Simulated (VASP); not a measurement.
Here is a VASP 6.6.1 calculation.

INCAR

```
  PREC = Accurate
  ENCUT = 520
  EDIFF = 1E-7
  ISMEAR = 1
  SIGMA = 0.0736
  LREAL = False
  LASPH = True
  NELM = 60
  ALGO = Normal
  ISIF = 2
  LWAVE = False
  LCHARG = False
  GGA = PE
  NBANDS = 24
```

The input KPOINTS:

```
Automatic mesh
0
Gamma
  7 7 6
```

POSCAR

```
BaH2Pd2
1.0
    2.2081890000      3.8246930000      0.0000000000
   -2.2081890000      3.8246930000      0.0000000000
    0.0000000000      0.0000000000      4.7776960000
H Ba Pd
2 1 2
Direct
    0.3333000000      0.3334000000      0.1232000000
    0.6667000000      0.6666000000      0.8768000000
    0.0000000000      0.0000000000      0.0000000000
    0.3333000000      0.3334000000      0.4680000000
    0.6667000000      0.6666000000      0.5320000000
```

Potentials or basis: VASP PAW PBE potentials, release 64 (H, Ba_sv, Pd).

The run is started by

```console
$ cat potpaw_PBE.64/H/POTCAR potpaw_PBE.64/Ba_sv/POTCAR potpaw_PBE.64/Pd/POTCAR > POTCAR
$ mpirun -np 1 vasp_std > vasp.out
```

(1) Estimate the pressure.

(2) Predict the largest force.

## Answers

(1) 8.3 GPa.

(2) 0.182 eV/Å.

Caveat: the cell stands under pressure.
